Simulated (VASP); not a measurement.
# CaO (Cmcm) in VASP: further runs

Runs on CaO. Level: PBE. Tasks: single point.

All numbers are computed with VASP 6.6.1; they aren't measurements. Logs are shortened: lines on timing, memory, paths and dates and some standing lists are left out, and cuts for length are marked.

## (1) The cell of the first run

The structure is orthorhombic, space group Cmcm (No. 63). The conventional cell has a = 3.738 Å, b = 7.491 Å, c = 4.744 Å, α = 90.00°, β = 90.00°, γ = 90.00°. Within 3.0 Å of Ca (site symmetry m2m) lie 5 O at 2.25 to 2.50 Å. Within 3.0 Å of O (site symmetry m2m) lie 5 Ca at 2.25 to 2.50 Å.

## (2) Single point, PBE

INCAR

```
SYSTEM = CaO
  PREC = Accurate
  ENCUT = 520
  EDIFF = 1E-6
  ISMEAR = 0
  SIGMA = 0.05
  LREAL = .False.
  LASPH = .True.
  NELM = 100
  ALGO = Normal
  ISIF = 2
  LWAVE = .False.
  LCHARG = .True.
  GGA = PE
  LELF = .True.
  LVHAR = .True.
  NBANDS = 24
```

KPOINTS

```
regular mesh
0
Gamma
  9 9 6
  0 0 0
```

POSCAR

```
CaO
1.0
    3.7377624841      0.0000000000      0.0000000000
   -1.8688812420      3.7454279700      0.0000000000
    0.0000000000      0.0000000000      4.7438152858
Ca O
2 2
Direct
    0.3333333333      0.6666666667      0.7500000000
    0.6666666667      0.3333333333      0.2500000000
    0.3333333333      0.6666666667      0.2500000000
    0.6666666667      0.3333333333      0.7500000000
```

Potentials or basis: VASP PAW PBE potentials, release 64 (Ca_sv, O).

On the command line:

```bash
> cat potpaw_PBE.64/Ca_sv/POTCAR potpaw_PBE.64/O/POTCAR > POTCAR
> mpirun -np 1 vasp_std > vasp.out
```

OUTCAR:

```text
SYSTEM = CaO
   PREC = Accurate
   ENCUT = 520
   EDIFF = 1E-6
   ISMEAR = 0
   LREAL = .False.
   LASPH = .True.
   NELM = 100
   ISIF = 2
   GGA = PE

 ion  position               nearest neighbor table
   1  0.333  0.667  0.750-   4 2.25   4 2.25   3 2.37   3 2.37   4 2.50
   2  0.667  0.333  0.250-   3 2.25   3 2.25   4 2.37   4 2.37   3 2.50
   3  0.333  0.667  0.250-   2 2.25   2 2.25   1 2.37   1 2.37   2 2.50
   4  0.667  0.333  0.750-   1 2.25   1 2.25   2 2.37   2 2.37   1 2.50

  LATTYP: Found a base centered orthorhombic cell.
 ALAT       =     3.7377624841
 B/A-ratio  =     2.0041016442
 C/A-ratio  =     1.2691591041

  Lattice vectors:

 A1 = (   1.8688812420,  -3.7454279700,   0.0000000000)
 A2 = (   1.8688812421,   3.7454279700,   0.0000000000)
 A3 = (   0.0000000000,   0.0000000000,   4.7438152858)

Analysis of symmetry for initial positions (statically):
=====================================================================
 Subroutine PRICEL returns:
 Original cell was already a primitive cell.

 Routine SETGRP: Setting up the symmetry group for a
 base centered orthorhombic supercell.

 Subroutine GETGRP returns: Found  8 space group operations
 (whereof  4 operations were pure point group operations)
 out of a pool of  8 trial point group operations.

The static configuration has the point symmetry C_2h.
 The point group associated with its full space group is D_2h.

Analysis of symmetry for dynamics (positions and initial velocities):
=====================================================================
 Subroutine PRICEL returns:
 Original cell was already a primitive cell.

 Routine SETGRP: Setting up the symmetry group for a
 base centered orthorhombic supercell.

 Subroutine GETGRP returns: Found  8 space group operations
 (whereof  4 operations were pure point group operations)
 out of a pool of  8 trial point group operations.

The dynamic configuration has the point symmetry C_2h.
 The point group associated with its full space group is D_2h.

 Subroutine INISYM returns: Found  8 space group operations
 (whereof  4 operations are pure point group operations),
 and found     1 'primitive' translations

----------------------------------------------------------------------------------------

                                     Primitive cell

  volume of cell :      66.4111

  direct lattice vectors                    reciprocal lattice vectors
     3.737762484  0.000000000  0.000000000     0.267539739  0.133496093  0.000000000
    -1.868881242  3.745427970  0.000000000     0.000000000  0.266992186  0.000000000
     0.000000000  0.000000000  4.743815286     0.000000000  0.000000000  0.210800788

  length of vectors
     3.737762484  4.185803122  4.743815286     0.298996185  0.266992186  0.210800788

  position of ions in fractional coordinates (direct lattice)
     0.333333333  0.666666667  0.750000000
     0.666666667  0.333333333  0.250000000
     0.333333333  0.666666667  0.250000000
     0.666666667  0.333333333  0.750000000

  ion indices of the primitive-cell ions
   primitive index   ion index
                 1           1
                 2           2
                 3           3
                 4           4

----------------------------------------------------------------------------------------

 KPOINTS: regular mesh

Automatic generation of k-mesh.
 Grid dimensions read from file:
 generate k-points for:    9    9    6

 Generating k-lattice:

  Cartesian coordinates                     Fractional coordinates (reciprocal lattice)
     0.029726638  0.014832899  0.000000000     0.111111111  0.000000000  0.000000000
     0.000000000  0.029665798  0.000000000     0.000000000  0.111111111  0.000000000
     0.000000000  0.000000000  0.035133465     0.000000000  0.000000000  0.166666667

  Length of vectors
     0.033221798  0.029665798  0.035133465

  Shift w.r.t. Gamma in fractional coordinates (k-lattice)
     0.000000000  0.000000000  0.000000000

 Subroutine IBZKPT returns following result:
 ===========================================

 Found    100 irreducible k-points:

 Following reciprocal coordinates:
            Coordinates               Weight
  0.000000  0.000000  0.000000      1.000000
  0.111111  0.000000  0.000000      4.000000
  0.222222  0.000000  0.000000      4.000000
  0.333333  0.000000  0.000000      4.000000
  0.444444  0.000000  0.000000      4.000000
  0.000000  0.111111  0.000000      2.000000
[... 16 lines left out ...]
  0.333333  0.333333  0.000000      2.000000
  0.000000  0.444444  0.000000      2.000000
 [... further k-points ...]
   k-points           NKPTS =    100   k-points in BZ     NKDIM =    100   number of bands    NBANDS=     24
   number of dos      NEDOS =    301   number of ions     NIONS =      4
   total plane-waves  NPLWV =  32256
   dimension x,y,z NGX =    28 NGY =   32 NGZ =   36
   dimension x,y,z NGXF=    56 NGYF=   64 NGZF=   72
   ions per type =               2   2
   NGX,Y,Z   is equivalent  to a cutoff of  12.45, 12.71, 12.62 a.u.
   NGXF,Y,Z  is equivalent  to a cutoff of  24.91, 25.42, 25.23 a.u.
 SYSTEM =  CaO
   PREC   = accura    normal or accurate (medium, high low for compatibility)
   ISTART =      0    job   : 0-new  1-cont  2-samecut
   ICHARG =      2    charge: 1-file 2-atom 10-const
   ISPIN  =      1    spin polarized calculation?
   LNONCOLLINEAR =      F non collinear calculations
   LSORBIT =      F    spin-orbit coupling
   LASPH  =      T    aspherical Exc in radial PAW
   ENCUT  =  520.0 eV  38.22 Ry    6.18 a.u.   6.95  7.78  8.82*2*pi/ulx,y,z
   NELM   =    100;   NELMIN=  2; NELMDL= -5     # of ELM steps
   EDIFF  = 0.1E-05   stopping-criterion for ELM
   LREAL  =      F    real-space projection
   EDIFFG = 0.1E-04   stopping-criterion for IOM
   NSW    =      0    number of steps for IOM
   IBRION =     -1    ionic relax: 0-MD 1-quasi-New 2-CG
   NFREE  =      0    steps in history (QN), initial steepest desc. (CG)
   ISIF   =      2    stress and relaxation
   ISYM   =      2    0-nonsym 1-usesym 2-fastsym
   POTIM  = 0.5000    time-step for ionic-motion
   TEBEG  =    0.0;   TEEND  =   0.0 temperature during run
   PSTRESS=    0.0 pullay stress
   NELECT =      32.0000    total number of electrons
   NUPDOWN=      -1.0000    fix difference up-down
   EMIN   =  10.00;   EMAX   =-10.00  energy-range for DOS
   EFERMI =   0.00;   METHOD = LEGACY
   ISMEAR =     0;   SIGMA  =   0.05  broadening in eV -4-tet -1-fermi 0-gaus
   EFERMI_NEDOS =   21; number of points for ismear=-14 and -15
   IALGO  =     38    algorithm
   IMIX   =      4    mixing-type and parameters
     AMIX     =   0.40;   BMIX     =  1.00
     AMIX_MAG =   1.60;   BMIX_MAG =  1.00
  volume/ion in A,a.u.               =      16.60       112.04
  Fermi-wavevector in a.u.,A,eV,Ry     =   1.283447  2.425363 22.412000  1.647236
  Thomas-Fermi vector in A             =   2.415699
   LORBIT       =      0    0 simple, 1 ext, 2 COOP (PROOUT), +10 PAW based schemes
   GGA     = PE    functional components
   LHFCALC =     F    Hartree Fock is set to
   AEXX    =    0.0000 exact exchange contribution
   IVDW    =     0    specifies the selected vdW correction
   LEPSILON=     F    determine dielectric tensor
   LRPA    =     F    only Hartree local field effects (RPA)
 non-spin polarized calculation
 Gauss-broadening in eV      SIGMA  =   0.05
  energy-cutoff  :      520.00
  volume of cell :       66.41
 maximum number of plane-waves:      1809
   NGX = 13   NGY = 15   NGZ = 17

 number of electron      31.9999989 magnetization

 Free energy of the ion-electron system (eV)
  ---------------------------------------------------
  ext. energy  EPLUGINS =         0.00000000
  ---------------------------------------------------
  free energy    TOTEN  =       -25.18256728 eV

  energy without entropy =      -25.18256728  energy(sigma->0) =      -25.18256728

 E-fermi :   1.5609     XC(G=0):  -9.3626

 val. band max:        1.3165046529   @ k =   0.0000   0.0000   0.0000
 cond. band min:       4.4353633402   @ k =   0.0000   0.0000   0.0000
 fundamental gap:      3.1188586873
 Fermi energy:         1.5609016536

 k-point     1 :       0.0000    0.0000    0.0000
  band No.  band energies     occupation
      1     -36.3599      2.00000
      2     -36.2260      2.00000
      3     -17.6875      2.00000
      4     -17.5041      2.00000
      5     -17.4678      2.00000
      6     -17.3153      2.00000
[... 16 lines left out ...]
     23       9.5780      0.00000
     24       9.9145      0.00000

 k-point     2 :       0.1111    0.0000    0.0000
  band No.  band energies     occupation
      1     -36.3541      2.00000
      2     -36.2279      2.00000
      3     -17.6692      2.00000
      4     -17.5413      2.00000
      5     -17.5099      2.00000
      6     -17.3364      2.00000
[... 16 lines left out ...]
     23       9.4584      0.00000
     24       9.8376      0.00000

 k-point     3 :       0.2222    0.0000    0.0000
  band No.  band energies     occupation
      1     -36.3381      2.00000
      2     -36.2339      2.00000
      3     -17.6712      2.00000
      4     -17.6176      2.00000
      5     -17.5932      2.00000
      6     -17.4210      2.00000
[... 16 lines left out ...]
     23       9.6092      0.00000
     24       9.7395      0.00000

 k-point     4 :       0.3333    0.0000    0.0000
  band No.  band energies     occupation
      1     -36.3159      2.00000
      2     -36.2446      2.00000
      3     -17.8145      2.00000
      4     -17.7133      2.00000
      5     -17.5421      2.00000
      6     -17.4743      2.00000
[... 16 lines left out ...]
     23       9.6147      0.00000
     24       9.9039      0.00000

 k-point     5 :       0.4444    0.0000    0.0000
  band No.  band energies     occupation
      1     -36.2945      2.00000
      2     -36.2585      2.00000
      3     -17.9038      2.00000
      4     -17.7952      2.00000
      5     -17.4963      2.00000
      6     -17.4639      2.00000
[... 451 lines left out ...]
 k-point    22 :       0.2222    0.3333    0.0000
  band No.  band energies     occupation
      1     -36.3092      2.00000
      2     -36.2536      2.00000
      3     -17.7724      2.00000
      4     -17.7406      2.00000
      5     -17.5972      2.00000
      6     -17.5073      2.00000
[... 16 lines left out ...]
     23       9.3604      0.00000
     24      10.0918      0.00000

 k-point    23 :       0.3333    0.3333    0.0000
  band No.  band energies     occupation
      1     -36.2902      2.00000
      2     -36.2651      2.00000
      3     -17.8351      2.00000
      4     -17.8061      2.00000
      5     -17.5857      2.00000
      6     -17.4387      2.00000
[... 16 lines left out ...]
     23       9.5156      0.00000
     24      10.0136      0.00000

 k-point    24 :       0.0000    0.4444    0.0000
  band No.  band energies     occupation
      1     -36.3262      2.00000
      2     -36.2463      2.00000
      3     -17.7644      2.00000
      4     -17.6836      2.00000
      5     -17.5633      2.00000
      6     -17.5135      2.00000
[... 16 lines left out ...]
     23       9.4484      0.00000
     24       9.4657      0.00000

 [... further k-points ...]
[... 5 lines left out ...]
  --------------------------------------------------------------------------------------
  -------------------------------------------------------------------------------------
  Total        2.7047259     -1.5326832      1.0737942     -0.0000000     -0.0000000      0.0000000
  in kB       65.2518638    -36.9761812     25.9054236     -0.0000000     -0.0000000      0.0000000
  external PRESSURE =      18.0603687 kB  Pullay stress =       0.0000000 kB

 VOLUME and BASIS-vectors are now :
 -----------------------------------------------------------------------------
  energy-cutoff  :      520.00
  volume of cell :       66.41
      direct lattice vectors                 reciprocal lattice vectors
     3.737762484  0.000000000  0.000000000     0.267539739  0.133496093  0.000000000
    -1.868881242  3.745427970  0.000000000     0.000000000  0.266992186  0.000000000
     0.000000000  0.000000000  4.743815286     0.000000000  0.000000000  0.210800788

 POSITION                                       TOTAL-FORCE (eV/Angst)
 -----------------------------------------------------------------------------------
     -0.00000      2.49695      3.55786         0.000000      0.699716     -0.000000
      1.86888      1.24848      1.18595        -0.000000     -0.699716     -0.000000
     -0.00000      2.49695      1.18595         0.000000      0.497023      0.000000
      1.86888      1.24848      3.55786        -0.000000     -0.497023     -0.000000
 -----------------------------------------------------------------------------------
    total drift:                                0.000000     -0.000000     -0.000000

  FREE ENERGIE OF THE ION-ELECTRON SYSTEM (eV)
  ---------------------------------------------------
  free  energy   TOTEN  =       -25.1825672812 eV

  energy  without entropy=      -25.1825672812  energy(sigma->0) =      -25.18256728
```

Wall time 3.5 min (1 thread of Oxide Virtual Turin-like, shared host); peak memory 0.24 GiB.

Results:

```
Free energy            : -25.1826 eV
Pressure               : 1.8 GPa
Largest force          : 0.700 eV/Å
Band gap on the k mesh : 3.12 eV, direct
```

Forces on the atoms (eV/Å):
```
Ca   0.000  0.700  0.000
Ca   0.000 -0.700  0.000
O    0.000  0.497  0.000
O    0.000 -0.497  0.000
```

Caveat: the cell differs from its parent crystal (strain +e along x and -e along y -0.0733, strain +e along z and -e/2 along x and y -0.0133). A k mesh can miss the band edges.

## (3) Single point, PBE

This run uses another cell than the first one, of the same volume but with other edges.

INCAR

```
SYSTEM = CaO
PREC     = Accurate       ! precision mode
ENCUT    = 520            ! plane-wave cutoff, eV
EDIFF    = 1E-7           ! SCF threshold, eV
ISMEAR   = 0              ! smearing method
SIGMA    = 0.05           ! smearing width, eV
LREAL    = .FALSE.        ! projectors in reciprocal space
LASPH    = .TRUE.         ! aspherical terms in the spheres
NELM     = 100            ! most SCF steps
ALGO     = Normal         ! electronic algorithm
ISIF     = 2              ! what is computed and relaxed
LWAVE    = .FALSE.        ! write WAVECAR
LCHARG   = .FALSE.        ! write CHGCAR
GGA      = PE             ! functional
NBANDS   = 24             ! bands
```

KPOINTS

```
Automatic mesh
0
G
  9 9 6
  0 0 0
```

POSCAR: that of step 2 with these lines changed.

```diff
@@ -2,4 +2,4 @@
 1.0
-    3.7377624841      0.0000000000      0.0000000000
-   -1.8688812420      3.7454279700      0.0000000000
+    4.3248476934      0.0000000000      0.0000000000
+   -2.1624238467      3.2369972645      0.0000000000
     0.0000000000      0.0000000000      4.7438152858
```

Potentials or basis: VASP PAW PBE potentials, release 64 (Ca_sv, O).

On the command line:

```bash
> cat potpaw_PBE.64/Ca_sv/POTCAR potpaw_PBE.64/O/POTCAR > POTCAR
> mpirun -np 1 vasp_std > vasp.out
```

Wall time 3 min (1 thread of Oxide Virtual Turin-like, shared host); peak memory 0.23 GiB.

The run converged. Its results:

* Free energy: -25.1575 eV
* Pressure: 2.1 GPa
* Largest force: 1.102 eV/Å
* Band gap on the k mesh: 3.14 eV, direct

Forces in eV/Å, atoms in the order of the input:
```
Ca   0.000 -1.102  0.000
Ca   0.000  1.102  0.000
O    0.000 -0.869  0.000
O    0.000  0.869  0.000
```

Stress tensor (GPa, compression positive):
```
-4.59  0.00  0.00
 0.00  8.14  0.00
 0.00  0.00  2.80
```

Levels at points of the mesh, in eV from the valence-band top:
```csv
k point,band 14,band 15,band 16,band 17,band 18,band 19
"(0.00, 0.00, 0.00)",-1.03,-0.99,0.00,3.14,6.10,6.14
"(0.00, 0.00, 0.50)",-1.38,-1.13,-1.13,4.90,4.90,7.65
```

Caveat: the cell differs from its parent crystal (strain +e along x and -e along y +0.0733, strain +e along z and -e/2 along x and y -0.0133); forces of over 1 eV/Å act on the atoms, so gaps and moduli don't describe the material at rest. A k mesh can miss the band edges.

## (4) Single point, PBE

This run uses another cell than the first one, of the same volume but with other edges.

INCAR

```
SYSTEM = CaO
PREC     = Accurate       ! precision mode
ENCUT    = 520            ! plane-wave cutoff, eV
EDIFF    = 1E-6           ! SCF threshold, eV
ISMEAR   = 0              ! smearing method
SIGMA    = 0.05           ! smearing width, eV
LREAL    = .False.        ! projectors in reciprocal space
LASPH    = .True.         ! aspherical terms in the spheres
NELM     = 60             ! most SCF steps
ALGO     = Normal         ! electronic algorithm
ISIF     = 2              ! what is computed and relaxed
LWAVE    = .False.        ! write WAVECAR
LCHARG   = .True.         ! write CHGCAR
GGA      = PE             ! functional
LELF     = .True.         ! ELF
LVHAR    = .True.       
NBANDS   = 24             ! bands
```

KPOINTS

```
regular mesh
0
Gamma
  9 9 6
  0 0 0
```

POSCAR

```
CaO
1.0
    3.7912248821      0.0000000000      0.0000000000
   -1.8956124410      3.7917277648      0.0000000000
    0.0000000000      0.0000000000      4.6154481346
Ca O
2 2
Direct
    0.3333333333      0.6666666667      0.7500000000
    0.6666666667      0.3333333333      0.2500000000
    0.3333333333      0.6666666667      0.2500000000
    0.6666666667      0.3333333333      0.7500000000
```

On the command line:

```bash
> cat potpaw_PBE.64/Ca_sv/POTCAR potpaw_PBE.64/O/POTCAR > POTCAR
> mpirun -np 1 vasp_std > vasp.out
```

Run time: 2.8 min. Hardware: 1 thread of Oxide Virtual Turin-like, shared host; peak memory 0.23 GiB.

It converged, with:

```yaml
Free_energy: -25.1371 eV
Pressure: 2.8 GPa
Largest_force: 0.623 eV/Å
Band_gap_on_the_k_mesh: 2.96 eV, direct
```

Forces on the atoms (eV/Å):
```
Ca   0.000  0.623  0.000
Ca   0.000 -0.623  0.000
O    0.000  0.400  0.000
O    0.000 -0.400  0.000
```

Stress tensor (GPa, compression positive):
```
 4.84  0.00  0.00
 0.00 -4.39  0.00
 0.00  0.00  7.86
```

Levels at points of the mesh, in eV from the valence-band top:
```csv
k point,band 14,band 15,band 16,band 17,band 18,band 19
"(0.00, 0.00, 0.00)",-1.05,-0.96,0.00,2.96,5.85,6.10
"(0.00, 0.00, 0.50)",-1.47,-1.24,-1.24,4.72,4.72,7.59
```

Caveat: the cell differs from its parent crystal (strain +e along x and -e along y -0.0733, strain +e along z and -e/2 along x and y -0.0400).

## (5) Single point, PBE

This run uses another cell than the first one, of the same volume but with other edges.

INCAR

```
SYSTEM = CaO
PREC = Accurate
ENCUT = 520
EDIFF = 1E-6
ISMEAR = 0
SIGMA = 0.05
LREAL = .FALSE.
LASPH = .TRUE.
NELM = 100
ALGO = Normal
ISIF = 2
LWAVE = .FALSE.
LCHARG = .FALSE.
GGA = PE
NBANDS = 24
```

KPOINTS

```
regular mesh
0
G
  9 9 6
  0 0 0
```

POSCAR

```
CaO
1.0
    3.6576690039      0.0000000000      0.0000000000
   -1.8288345020      3.6760649815      0.0000000000
    0.0000000000      0.0000000000      4.9361256247
Ca O
2 2
Direct
    0.3333333333      0.6666666667      0.7500000000
    0.6666666667      0.3333333333      0.2500000000
    0.3333333333      0.6666666667      0.2500000000
    0.6666666667      0.3333333333      0.7500000000
```

On the command line:

```bash
> cat potpaw_PBE.64/Ca_sv/POTCAR potpaw_PBE.64/O/POTCAR > POTCAR
> mpirun -np 1 vasp_std > vasp.out
```

Wall time 3 min (1 thread of Oxide Virtual Turin-like, shared host); peak memory 0.23 GiB.

The run converged. Its results:

```
Free energy            : -25.1288 eV
Pressure               : 1.8 GPa
Largest force          : 0.856 eV/Å
Band gap on the k mesh : 3.28 eV, direct
```

Forces in eV/Å, atoms in the order of the input:
```
Ca   0.000  0.856  0.000
Ca   0.000 -0.856  0.000
O    0.000  0.680  0.000
O    0.000 -0.680  0.000
```

Stress tensor (GPa, compression positive):
```
 9.93  0.00  0.00
 0.00 -1.93  0.00
 0.00  0.00 -2.52
```

Levels at points of the mesh, in eV from the valence-band top:
```tsv
k point	band 13	band 14	band 15	band 16	band 17	band 18	band 19	band 20
(0.00, 0.00, 0.00)	-1.16	-0.95	-0.92	0.00	3.28	6.13	6.50	7.39
(0.00, 0.00, 0.50)	-1.29	-1.29	-1.01	-1.01	5.08	5.08	7.68	7.68
```

Caveat: the cell differs from its parent crystal (strain +e along x and -e along y -0.0733, strain +e along z and -e/2 along x and y +0.0267). A k mesh can miss the band edges.

[end of part 1 of 2]
